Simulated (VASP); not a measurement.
# HfB (P-6m2) in VASP: further runs

Runs on HfB. Level: PBE. Tasks: single point, relaxation of cell and atoms.

All numbers are computed with VASP 6.6.1; they aren't measurements. Logs are shortened: lines on timing, memory, paths and dates and some standing lists are left out, and cuts for length are marked.

## Step 1: The cell of the first run

It takes space group P-6m2 (No. 187, hexagonal). Conventional cell: a = 2.973 Å, b = 2.973 Å, c = 2.894 Å, α = 90.00°, β = 90.00°, γ = 120.00°. Hf (site symmetry -6m2) has 6 B at 2.24 Å and 8 Hf at 2.89 to 2.97 Å within 3.0 Å. Within 3.0 Å of B (site symmetry -6m2) lie 6 Hf at 2.24 Å and 8 B at 2.89 to 2.97 Å.

## Step 2: Single point, PBE

INCAR

```
PREC = Accurate
ENCUT = 520
EDIFF = 1E-6
ISMEAR = 0
SIGMA = 0.1
LREAL = F
LASPH = T
NELM = 80
ALGO = Normal
ISIF = 2
LWAVE = F
LCHARG = F
GGA = PE
NBANDS = 14
```

KPOINTS

```
Automatic mesh
0
Gamma
  6 6 6
```

POSCAR

```
HfB
1.0
    2.9726464400      0.0000000000      0.0000000000
   -1.4863232200      2.5743873400      0.0000000000
    0.0000000000      0.0000000000      2.8940049500
Hf B
1 1
Direct
    0.0000000000      0.0000000000      0.0000000000
    0.6666666700      0.3333333300      0.5000000000
```

Potentials or basis: VASP PAW PBE potentials, release 64 (Hf_pv, B).

Command:

```
$ cat potpaw_PBE.64/Hf_pv/POTCAR potpaw_PBE.64/B/POTCAR > POTCAR
$ mpirun -np 1 vasp_std > vasp.out
```

OUTCAR:

```text
PREC = Accurate
   ENCUT = 520
   EDIFF = 1E-6
   ISMEAR = 0
   LREAL = F
   LASPH = T
   NELM = 80
   ISIF = 2
   GGA = PE

 ion  position               nearest neighbor table
   1  0.000  0.000  0.000-   2 2.24   2 2.24   2 2.24   2 2.24   2 2.24   2 2.24
   2  0.667  0.333  0.500-   1 2.24   1 2.24   1 2.24   1 2.24   1 2.24   1 2.24

  LATTYP: Found a hexagonal cell.
 ALAT       =     2.9726464400
 C/A-ratio  =     0.9735449568

  Lattice vectors:

 A1 = (   2.9726464400,   0.0000000000,   0.0000000000)
 A2 = (  -1.4863232200,   2.5743873400,   0.0000000000)
 A3 = (   0.0000000000,   0.0000000000,   2.8940049500)

Analysis of symmetry for initial positions (statically):
=====================================================================
 Subroutine PRICEL returns:
 Original cell was already a primitive cell.

 Routine SETGRP: Setting up the symmetry group for a
 hexagonal supercell.

 Subroutine GETGRP returns: Found 12 space group operations
 (whereof 12 operations were pure point group operations)
 out of a pool of 24 trial point group operations.

The static configuration has the point symmetry D_3h.

Analysis of symmetry for dynamics (positions and initial velocities):
=====================================================================
 Subroutine PRICEL returns:
 Original cell was already a primitive cell.

 Routine SETGRP: Setting up the symmetry group for a
 hexagonal supercell.

 Subroutine GETGRP returns: Found 12 space group operations
 (whereof 12 operations were pure point group operations)
 out of a pool of 24 trial point group operations.

The dynamic configuration has the point symmetry D_3h.

 Subroutine INISYM returns: Found 12 space group operations
 (whereof 12 operations are pure point group operations),
 and found     1 'primitive' translations

----------------------------------------------------------------------------------------

                                     Primitive cell

  volume of cell :      22.1471

  direct lattice vectors                    reciprocal lattice vectors
     2.972646440  0.000000000  0.000000000     0.336400585  0.194220968  0.000000000
    -1.486323220  2.574387340  0.000000000     0.000000000  0.388441935  0.000000000
     0.000000000  0.000000000  2.894004950     0.000000000  0.000000000  0.345541911

  length of vectors
     2.972646440  2.972646446  2.894004950     0.388441936  0.388441935  0.345541911

  position of ions in fractional coordinates (direct lattice)
     0.000000000  0.000000000  0.000000000
     0.666666670  0.333333330  0.500000000

  ion indices of the primitive-cell ions
   primitive index   ion index
                 1           1
                 2           2

----------------------------------------------------------------------------------------

 KPOINTS: Automatic mesh

Automatic generation of k-mesh.
 Grid dimensions read from file:
 generate k-points for:    6    6    6

 Generating k-lattice:

  Cartesian coordinates                     Fractional coordinates (reciprocal lattice)
     0.056066764  0.032370161  0.000000000     0.166666667  0.000000000  0.000000000
     0.000000000  0.064740323  0.000000000     0.000000000  0.166666667  0.000000000
     0.000000000  0.000000000  0.057590318     0.000000000  0.000000000  0.166666667

  Length of vectors
     0.064740323  0.064740323  0.057590318

  Shift w.r.t. Gamma in fractional coordinates (k-lattice)
     0.000000000  0.000000000  0.000000000

 Subroutine IBZKPT returns following result:
 ===========================================

 Found     28 irreducible k-points:

 Following reciprocal coordinates:
            Coordinates               Weight
  0.000000  0.000000  0.000000      1.000000
  0.166667  0.000000  0.000000      6.000000
  0.333333 -0.000000  0.000000      6.000000
  0.500000  0.000000  0.000000      3.000000
  0.166667  0.166667  0.000000      6.000000
  0.333333  0.166667  0.000000     12.000000
[... 16 lines left out ...]
  0.166667  0.000000  0.500000      6.000000
  0.333333 -0.000000  0.500000      6.000000
 [... further k-points ...]
   k-points           NKPTS =     28   k-points in BZ     NKDIM =     28   number of bands    NBANDS=     14
   number of dos      NEDOS =    301   number of ions     NIONS =      2
   total plane-waves  NPLWV =  13824
   dimension x,y,z NGX =    24 NGY =   24 NGZ =   24
   dimension x,y,z NGXF=    48 NGYF=   48 NGZF=   48
   ions per type =               1   1
   NGX,Y,Z   is equivalent  to a cutoff of  13.42, 13.42, 13.79 a.u.
   NGXF,Y,Z  is equivalent  to a cutoff of  26.84, 26.84, 27.57 a.u.
 SYSTEM =  unknown system
   PREC   = accura    normal or accurate (medium, high low for compatibility)
   ISTART =      0    job   : 0-new  1-cont  2-samecut
   ICHARG =      2    charge: 1-file 2-atom 10-const
   ISPIN  =      1    spin polarized calculation?
   LNONCOLLINEAR =      F non collinear calculations
   LSORBIT =      F    spin-orbit coupling
   LASPH  =      T    aspherical Exc in radial PAW
   ENCUT  =  520.0 eV  38.22 Ry    6.18 a.u.   5.53  5.53  5.38*2*pi/ulx,y,z
   NELM   =     80;   NELMIN=  2; NELMDL= -5     # of ELM steps
   EDIFF  = 0.1E-05   stopping-criterion for ELM
   LREAL  =      F    real-space projection
   EDIFFG = 0.1E-04   stopping-criterion for IOM
   NSW    =      0    number of steps for IOM
   IBRION =     -1    ionic relax: 0-MD 1-quasi-New 2-CG
   NFREE  =      0    steps in history (QN), initial steepest desc. (CG)
   ISIF   =      2    stress and relaxation
   ISYM   =      2    0-nonsym 1-usesym 2-fastsym
   POTIM  = 0.5000    time-step for ionic-motion
   TEBEG  =    0.0;   TEEND  =   0.0 temperature during run
   PSTRESS=    0.0 pullay stress
   NELECT =      13.0000    total number of electrons
   NUPDOWN=      -1.0000    fix difference up-down
   EMIN   =  10.00;   EMAX   =-10.00  energy-range for DOS
   EFERMI =   0.00;   METHOD = LEGACY
   ISMEAR =     0;   SIGMA  =   0.10  broadening in eV -4-tet -1-fermi 0-gaus
   EFERMI_NEDOS =   21; number of points for ismear=-14 and -15
   IALGO  =     38    algorithm
   IMIX   =      4    mixing-type and parameters
     AMIX     =   0.40;   BMIX     =  1.00
     AMIX_MAG =   1.60;   BMIX_MAG =  1.00
  volume/ion in A,a.u.               =      11.07        74.73
  Fermi-wavevector in a.u.,A,eV,Ry     =   1.370725  2.590296 25.563827  1.878888
  Thomas-Fermi vector in A             =   2.496486
   LORBIT       =      0    0 simple, 1 ext, 2 COOP (PROOUT), +10 PAW based schemes
   GGA     = PE    functional components
   LHFCALC =     F    Hartree Fock is set to
   AEXX    =    0.0000 exact exchange contribution
   IVDW    =     0    specifies the selected vdW correction
   LEPSILON=     F    determine dielectric tensor
   LRPA    =     F    only Hartree local field effects (RPA)
 non-spin polarized calculation
 Gauss-broadening in eV      SIGMA  =   0.10
  energy-cutoff  :      520.00
  volume of cell :       22.15
 maximum number of plane-waves:       617
 NGX is ok and might be reduce to    24
   NGX = 11   NGY = 11   NGZ = 11

 number of electron      13.0000000 magnetization

 Free energy of the ion-electron system (eV)
  ---------------------------------------------------
  ext. energy  EPLUGINS =         0.00000000
  ---------------------------------------------------
  free energy    TOTEN  =       -14.83515868 eV

  energy without entropy =      -14.82747279  energy(sigma->0) =      -14.83131574

 E-fermi :   6.7734     XC(G=0): -12.7872

 val. band max:        6.7432939278   @ k =   0.1667   0.1667   0.1667
 cond. band min:       6.7891879085   @ k =   0.1667   0.1667   0.3333
 fundamental gap:      0.0458939808
 Fermi energy:         6.7734164046

 k-point     1 :       0.0000    0.0000    0.0000
  band No.  band energies     occupation
      1     -21.8663      2.00000
      2     -21.8663      2.00000
      3     -21.7873      2.00000
      4      -3.9733      2.00000
      5       4.9929      2.00000
      6       6.1870      2.00000
      7       6.1870      2.00000
      8      10.1439      0.00000
      9      14.0229      0.00000
     10      14.0229      0.00000
     11      16.0492      0.00000
     12      16.1789      0.00000
     13      16.1789      0.00000
     14      21.6582      0.00000

 k-point     2 :       0.1667    0.0000    0.0000
  band No.  band energies     occupation
      1     -22.2267      2.00000
      2     -21.9449      2.00000
      3     -21.7382      2.00000
      4      -3.1343      2.00000
      5       4.7632      2.00000
      6       5.8049      2.00000
      7       6.9269      0.02998
      8       8.5954      0.00000
      9      13.6800      0.00000
     10      14.6223      0.00000
     11      15.5893      0.00000
     12      15.7126      0.00000
     13      18.6353      0.00000
     14      21.6330      0.00000

 k-point     3 :       0.3333   -0.0000    0.0000
  band No.  band energies     occupation
      1     -22.8888      2.00000
      2     -22.0985      2.00000
      3     -21.6386      2.00000
      4      -1.2905      2.00000
      5       3.3094      2.00000
      6       6.2006      2.00000
      7       6.8291      0.43111
      8       8.5476      0.00000
      9      13.0724      0.00000
     10      13.7704      0.00000
     11      15.0202      0.00000
     12      16.9837      0.00000
     13      20.6631      0.00000
     14      21.6697      0.00000

 k-point     4 :       0.5000    0.0000    0.0000
  band No.  band energies     occupation
      1     -23.1955      2.00000
      2     -22.1734      2.00000
      3     -21.5879      2.00000
      4      -0.1728      2.00000
      5       2.8020      2.00000
      6       5.6309      2.00000
      7       6.1716      2.00000
      8       9.3969      0.00000
      9      12.7992      0.00000
     10      15.1378      0.00000
     11      15.7261      0.00000
     12      17.0179      0.00000
     13      18.8155      0.00000
     14      21.5925      0.00000

 k-point     5 :       0.1667    0.1667    0.0000
  band No.  band energies     occupation
      1     -22.6660      2.00000
      2     -22.1316      2.00000
      3     -21.6637      2.00000
      4      -1.7321      2.00000
      5       3.7164      2.00000
      6       6.2691      2.00000
      7       7.2938      0.00000
      8       7.8287      0.00000
      9      12.6298      0.00000
     10      13.5467      0.00000
     11      15.1827      0.00000
[... 276 lines left out ...]
 k-point    22 :       0.0000    0.0000    0.5000
  band No.  band energies     occupation
      1     -22.9969      2.00000
      2     -21.7503      2.00000
      3     -21.7503      2.00000
      4       0.4309      2.00000
      5       1.3807      2.00000
      6       7.9210      0.00000
      7       7.9210      0.00000
      8       9.0770      0.00000
      9       9.0770      0.00000
     10      14.1572      0.00000
     11      14.1572      0.00000
     12      14.2558      0.00000
     13      18.7805      0.00000
     14      21.6727      0.00000

 k-point    23 :       0.1667    0.0000    0.5000
  band No.  band energies     occupation
      1     -22.9227      2.00000
      2     -22.0856      2.00000
      3     -21.8222      2.00000
      4       0.9060      2.00000
      5       1.4303      2.00000
      6       6.9788      0.00367
      7       7.2459      0.00000
      8       7.8545      0.00000
      9      10.1097      0.00000
     10      14.7610      0.00000
     11      15.3604      0.00000
     12      15.8933      0.00000
     13      20.6179      0.00000
     14      21.6765      0.00000

 k-point    24 :       0.3333   -0.0000    0.5000
  band No.  band energies     occupation
      1     -22.7703      2.00000
      2     -22.7079      2.00000
      3     -21.9627      2.00000
      4      -0.0039      2.00000
      5       2.8052      2.00000
      6       5.7312      2.00000
      7       6.1965      2.00000
      8       7.8859      0.00000
      9      12.8962      0.00000
     10      16.2859      0.00000
     11      16.4086      0.00000
     12      19.0445      0.00000
     13      21.6220      0.00000
     14      22.6059      0.00000

 [... further k-points ...]

------------------------ aborting loop because EDIFF is reached ----------------------------------------

  FORCE on cell =-STRESS in cart. coord.  units (eV):
  Direction    XX          YY          ZZ          XY          YZ          ZX
  --------------------------------------------------------------------------------------
  -------------------------------------------------------------------------------------
  Total        9.3418571      9.3418571     11.9999666      0.0000000      0.0000000     -0.0000000
  in kB      675.8143072    675.8143106    868.1088816      0.0000000      0.0000000     -0.0000000
  external PRESSURE =     739.9124998 kB  Pullay stress =       0.0000000 kB

 VOLUME and BASIS-vectors are now :
 -----------------------------------------------------------------------------
  energy-cutoff  :      520.00
  volume of cell :       22.15
      direct lattice vectors                 reciprocal lattice vectors
     2.972646440  0.000000000  0.000000000     0.336400585  0.194220968  0.000000000
    -1.486323220  2.574387340  0.000000000     0.000000000  0.388441935  0.000000000
     0.000000000  0.000000000  2.894004950     0.000000000  0.000000000  0.345541911

 POSITION                                       TOTAL-FORCE (eV/Angst)
 -----------------------------------------------------------------------------------
      0.00000      0.00000      0.00000         0.000000      0.000000      0.000000
      1.48632      0.85813      1.44700        -0.000000      0.000000      0.000000
 -----------------------------------------------------------------------------------
    total drift:                               -0.000001      0.000001     -0.000000

  FREE ENERGIE OF THE ION-ELECTRON SYSTEM (eV)
  ---------------------------------------------------
  free  energy   TOTEN  =       -14.8351586766 eV

  energy  without entropy=      -14.8274727943  energy(sigma->0) =      -14.83131574
```

Wall time 3.6 s (1 thread of Intel Xeon 6975P-C (Granite Rapids), shared host); peak memory 0.14 GiB.

Results:

| Quantity | Value |
| --- | --- |
| Free energy | -14.8352 eV |
| Pressure | 74.0 GPa |

Stress tensor (GPa, compression positive):
```
67.58  0.00  0.00
 0.00 67.58  0.00
 0.00  0.00 86.81
```

Levels at points of the mesh, in eV from the Fermi level:
```tsv
k point	band 2	band 3	band 4	band 5	band 6	band 7	band 8	band 9	band 10	band 11
(0.00, 0.00, 0.00)	-28.64	-28.56	-10.75	-1.78	-0.59	-0.59	3.37	7.25	7.25	9.28
(0.50, 0.00, 0.00)	-28.95	-28.36	-6.95	-3.97	-1.14	-0.60	2.62	6.03	8.36	8.95
(0.00, 0.00, 0.50)	-28.52	-28.52	-6.34	-5.39	1.15	1.15	2.30	2.30	7.38	7.38
(0.50, 0.00, 0.50)	-29.47	-28.80	-7.22	-3.90	-1.52	-1.00	2.81	8.53	9.81	10.61
```

Caveat: the k points lie up to 0.41 Å⁻¹ apart; spin-orbit coupling is left out, which moves the levels of the heavy elements.

## Step 3: Single point, PBE

This run uses another cell than the first one, of 15.10 Å³/atom, 1.364 times its volume.

INCAR

```
ALGO = Normal
EDIFF = 1E-6
ENCUT = 520
GGA = PE
ISIF = 2
ISMEAR = 0
LASPH = T
LCHARG = F
LREAL = F
LWAVE = F
NBANDS = 14
NELM = 60
PREC = Accurate
SIGMA = 0.1
```

KPOINTS

```
k-points
0
Gamma
  6 6 6
```

POSCAR

```
HfB
1.0
    3.4722282785      0.0000000000      0.0000000000
   -1.7361141392      3.0070378969      0.0000000000
    0.0000000000      0.0000000000      2.8925783022
Hf B
1 1
Direct
    0.0000000000      0.0000000000      0.0000000000
    0.6666666667      0.3333333333      0.5000000000
```

Potentials or basis: VASP PAW PBE potentials, release 64 (Hf_pv, B).

Command:

```
$ cat potpaw_PBE.64/Hf_pv/POTCAR potpaw_PBE.64/B/POTCAR > POTCAR
$ mpirun -np 1 vasp_std > vasp.out
```

Wall time 6.7 s (1 thread of Intel Xeon 6975P-C (Granite Rapids), shared host); peak memory 0.15 GiB.

Results (log left out):

| Item | Value |
| --- | --- |
| Free energy | -16.2727 eV |
| Pressure | -0.1 GPa |

Stress tensor (GPa, compression positive):
```
 0.20  0.00  0.00
 0.00  0.20  0.00
 0.00  0.00 -0.66
```

Levels at points of the mesh, in eV from the Fermi level:
```csv
k point,band 3,band 4,band 5,band 6,band 7,band 8,band 9,band 10
"(0.00, 0.00, 0.00)",-29.27,-9.35,-0.95,-0.95,-0.77,4.19,5.95,5.95
"(0.50, 0.00, 0.00)",-29.24,-6.63,-3.97,-0.63,1.17,1.64,4.91,5.33
"(0.00, 0.00, 0.50)",-29.72,-5.00,-4.87,0.14,0.14,2.19,2.19,5.60
"(0.50, 0.00, 0.50)",-29.78,-5.70,-2.97,-1.48,-0.76,1.95,5.55,6.63
```

Caveat: the k points lie up to 0.36 Å⁻¹ apart; spin-orbit coupling is left out, which moves the levels of the heavy elements.

## Step 4: Relaxation of cell and atoms, PBE

INCAR

```
SYSTEM = HfB
ALGO = Normal
EDIFF = 1E-6
EDIFFG = -0.04
ENCUT = 600
GGA = PE
IBRION = 2
ISIF = 3
ISMEAR = 0
LASPH = .True.
LCHARG = .False.
LREAL = .False.
LWAVE = .False.
NELM = 60
NSW = 90
PREC = Accurate
SIGMA = 0.1
```

KPOINTS

```
k-points
0
Gamma
  6 6 6
  0 0 0
```

POSCAR

```
HfB
1.0
    2.9726464400      0.0000000000      0.0000000000
   -1.4863232200      2.5743873400      0.0000000000
    0.0000000000      0.0000000000      2.8940049500
Hf B
1 1
Direct
    0.0000000000      0.0000000000      0.0000000000
    0.6666666700      0.3333333300      0.5000000000
```

Command:

```
$ cat potpaw_PBE.64/Hf_pv/POTCAR potpaw_PBE.64/B/POTCAR > POTCAR
$ mpirun -np 1 vasp_std > vasp.out
```

It took 25 s on 1 thread of Intel Xeon 6975P-C (Granite Rapids), shared host; peak memory 0.14 GiB.

It converged, with:

- Free energy: -16.2710 eV
- Relaxed volume: 15.09 Å³/atom
- Relaxed cell: a = 3.478 Å, b = 3.478 Å, c = 2.880 Å, α = 90.00°, β = 90.00°, γ = 120.00°
- Space group after relaxing (to 0.05 Å): P-6m2 (No. 187)
- Energy gained by relaxing: 717.3 meV/atom
- Ionic steps: 12
- Pressure after relaxing: 0.2 GPa

The path:
```csv
step,energy change (eV),largest force (eV/Å),pressure (GPa),volume (Å³)
1,0.0000,0.0000,73.98,22.15
2,0.1864,0.0000,-27.23,42.87
3,-1.3641,0.0000,-3.06,30.14
4,-1.3703,0.0000,-0.81,29.66
5,-1.3708,0.0000,0.10,29.48
6,-1.3717,0.0000,0.06,29.51
7,-1.3749,0.0000,-0.01,29.60
8,-1.3909,0.0000,0.16,29.76
9,-1.4118,0.0000,-0.13,30.02
10,-1.4232,0.0000,-0.17,30.09
11,-1.4324,0.0000,0.40,30.20
12,-1.4346,0.0000,0.18,30.17
```

Final structure:
```
CELL_PARAMETERS angstrom
3.47794 0.00000 0.00000
-1.73897 3.01199 0.00000
0.00000 0.00000 2.88024
ATOMIC_POSITIONS crystal
Hf 0.00000 0.00000 0.00000
B 0.66667 0.33333 0.50000
```

Levels at points of the mesh, in eV from the Fermi level:
| k point | band 3 | band 4 | band 5 | band 6 | band 7 | band 8 | band 9 | band 10 |
| --- | --- | --- | --- | --- | --- | --- | --- | --- |
| (0.00, 0.00, 0.00) | -29.25 | -9.36 | -0.98 | -0.98 | -0.78 | 4.27 | 5.99 | 5.99 |
| (0.50, 0.00, 0.00) | -29.22 | -6.65 | -3.98 | -0.65 | 1.14 | 1.72 | 5.30 | 5.50 |
| (0.00, 0.00, 0.50) | -29.72 | -4.98 | -4.83 | 0.10 | 0.10 | 2.21 | 2.21 | 5.58 |
| (0.50, 0.00, 0.50) | -29.78 | -5.69 | -2.97 | -1.50 | -0.74 | 1.97 | 5.54 | 6.61 |

Caveat: the k points lie up to 0.36 Å⁻¹ apart in the final cell; the volume moved by over 15 % at a fixed basis, so the end points are rough; spin-orbit coupling is left out, which moves the levels of the heavy elements.

[end of part 1 of 2]
